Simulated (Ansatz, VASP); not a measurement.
MgO2: VASP beside Ansatz

```
Mg O
1.0
     1.60476    0.92651    3.40663
    -1.60476    0.92651    3.40663
     0.00000   -1.85302    3.40663
Mg O
1 2
Direct
  0.00000 0.00000 0.00000
  0.42879 0.42879 0.42879
  0.57121 0.57121 0.57121
```

Change from the starting cell: strain +0.000 along x and y, -0.025 along z, atoms carried along.

Alike in both runs: task single point; functional PBEsol; k mesh 12 × 12 × 12; occupations gaussian, width 0.05 eV; no spin polarisation.

|  | VASP | Ansatz |
| --- | --- | --- |
| version | VASP 6.6.1 | Ansatz 0.2.0 |
| potentials or method | VASP PAW PBE potentials, release 64 (Mg, O), cutoff 520 eV | scalar-relativistic, plane waves, PAW |
| valence electrons in the cell | 14 | 22 |

|  | VASP | Ansatz | Ansatz less VASP |
| --- | --- | --- | --- |
| gap on the k mesh at the Fermi level (eV) | 2.74 | 2.77 | +0.030 |
| least direct gap on the mesh (eV) | 2.74 | 2.77 | +0.030 |
| pressure (GPa) | -0.2 | -0.1 | +0.07 |
| traceless stress, the component that is largest in VASP (GPa) | 7.57 | 6.27 | -1.303 |
| rms of the force components (eV/Å) | 0.308 | 0.203 | -0.1053 |

VASP's potentials were made for PBE, not for PBEsol. Atom by atom the forces differ by 0.105 eV/Å (rms over components). With one functional, cell and mesh, what is left measures potentials, basis and numerics. VASP's potentials hold 14 valence electrons a cell and Ansatz's 22, so a difference there can come from the potentials and not from the codes.
